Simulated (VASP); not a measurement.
**Mo: relaxation of cell and atoms with r2SCAN**

Mo:

```
Mo
1.0
    -1.57342    1.57342    1.57342
     1.57342   -1.57342    1.57342
     1.57342    1.57342   -1.57342
Mo
1
Direct
  0.00000 0.00000 0.00000
```

```json
{
 "Program": "VASP 6.6.1",
 "Task": "relaxation of cell and atoms",
 "Functional": "r2SCAN",
 "Potentials or basis": "VASP PAW PBE potentials, release 64 (Mo_sv)",
 "Cutoff": "550 eV",
 "k mesh": "9 × 9 × 9",
 "Occupations": "fermi-dirac, width 0.05 eV",
 "Spin": "no spin polarisation",
 "Dipole correction": "no",
 "Further INCAR settings": "ALGO = Normal; EDIFF = 1e-07; IBRION = 2; EDIFFG = -0.03; NSW = 50; ISIF = 3"
}
```

```
Relaxed volume                        : 15.67 Å³/atom
Relaxed cell                          : a = 2.731 Å, b = 2.731 Å, c = 2.731 Å, α = 109.47°, β = 109.47°, γ = 109.47°
Space group after relaxing (to 0.1 Å) : Im-3m (No. 229)
Energy gained by relaxing             : 0.5 meV/atom
Ionic steps                           : 3
Pressure after relaxing               : 0.0 GPa
Band gap on the k mesh                : zero (bands 7 and 8 overlap by 4.79 eV)
```

Step by step:
```
step  energy change (eV)  largest force (eV/Å)  pressure (GPa)  volume (Å³)
   1              0.0000                0.0000            1.63        15.58
   2              0.0034                0.0000           -4.51        15.94
   3             -0.0005                0.0000            0.00        15.67
```

Final structure:
```
CELL_PARAMETERS angstrom
-1.57647 1.57647 1.57647
1.57647 -1.57647 1.57647
1.57647 1.57647 -1.57647
ATOMIC_POSITIONS crystal
Mo 0.00000 0.00000 0.00000
```

Levels at points of the mesh, in eV from the Fermi level:
```tsv
k point	band 5	band 6	band 7	band 8	band 9	band 10
(0.00, 0.00, 0.00)	-7.66	-1.43	-1.43	-1.43	1.89	1.89
```

It took 2.6 min on 1 thread of Intel Xeon 8259CL, with other jobs on the host, peak memory 0.15 GiB.

Caveat: the PAW data sets were made with another functional, which shifts forces and pressure a little. Zero-point motion and thermal expansion aren't in these numbers.
